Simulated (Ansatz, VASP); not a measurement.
**InSb: VASP beside Ansatz**

POSCAR

```
InSb
1.0
    0.0000000000      3.2599290560      3.2599290560
    3.2599290560      0.0000000000      3.2599290560
    3.2599290560      3.2599290560      0.0000000000
In Sb
1 1
Direct
    0.0000000000      0.0000000000      0.0000000000
    0.2500000000      0.2500000000      0.2500000000
```

The input INCAR.step1:

```
PREC = Accurate ; ENCUT = 520
EDIFF = 1E-5 ; ISMEAR = 0
SIGMA = 0.1 ; LREAL = False
LASPH = True ; NELM = 80
ALGO = Normal ; ISIF = 2
LWAVE = True ; NBANDS = 16
GGA = PE
```

Contents of INCAR.step2:

```
PREC = Accurate ; ENCUT = 520
EDIFF = 1E-6 ; ISMEAR = 0
SIGMA = 0.1 ; LREAL = False
LASPH = True ; NELM = 80
ALGO = Normal ; ISIF = 2
LWAVE = False ; LCHARG = True
GGA = PE ; LHFCALC = True
AEXX = 0.25 ; PRECFOCK = Normal
LELF = True ; LVHAR = True
NBANDS = 16 ; ISTART = 1
```

The input KPOINTS:

```
regular mesh
0
Gamma
  4 4 4
```

Input for Ansatz:

```yaml
crystal:
  lattice:
    - [0.0, 3.259929056, 3.259929056]
    - [3.259929056, 0.0, 3.259929056]
    - [3.259929056, 3.259929056, 0.0]
  atoms:
    - { symbol: In, position: [0.0, 0.0, 0.0] }
    - { symbol: Sb, position: [0.25, 0.25, 0.25] }
basis:
  ecutwfc: 420
kpoints:
  mp_grid: { grid: [4, 4, 4] }
  band_path:
    path:
      - [0.0, 0.0, 0.0]
      - [-0.5, -0.5, 0.0]
      - [-0.375, -0.375, 0.25]
      - [-0.375, 0.0, 0.375]
      - [0.0, 0.0, 0.5]
      - [-0.5, -0.25, 0.25]
    npoints: 1
hamiltonian:
  xc: pbe0
scf:
  occupations: { method: gaussian, width: 0.1 }
  n_extra_bands: 4
output:
  eigenvalues: true
  write_density: true
  write_potential: true
  elf: true
  volumetric_format: npy
```

Alike in both runs: task single point; functional PBE0; k mesh 4 × 4 × 4; occupations gaussian, width 0.1 eV; no spin polarisation.

```csv
,VASP,Ansatz
version,VASP 6.6.1,Ansatz 0.2.0
potentials or method,"VASP PAW PBE potentials, release 64 (In_d, Sb), cutoff 520 eV","scalar-relativistic, plane waves, PAW"
valence electrons in the cell,18,28
```

|  | VASP | Ansatz | Ansatz less VASP |
| --- | --- | --- | --- |
| gap on the k mesh at the Fermi level (eV) | 1.11 | 1.03 | -0.082 |
| least direct gap on the mesh (eV) | 1.11 | 1.03 | -0.082 |

The functional is the same, so the differences come from potentials, cutoffs and numerics. VASP's potentials hold 18 valence electrons a cell and Ansatz's 28, so a difference there can come from the potentials and not from the codes.

Spin-orbit coupling is off throughout.
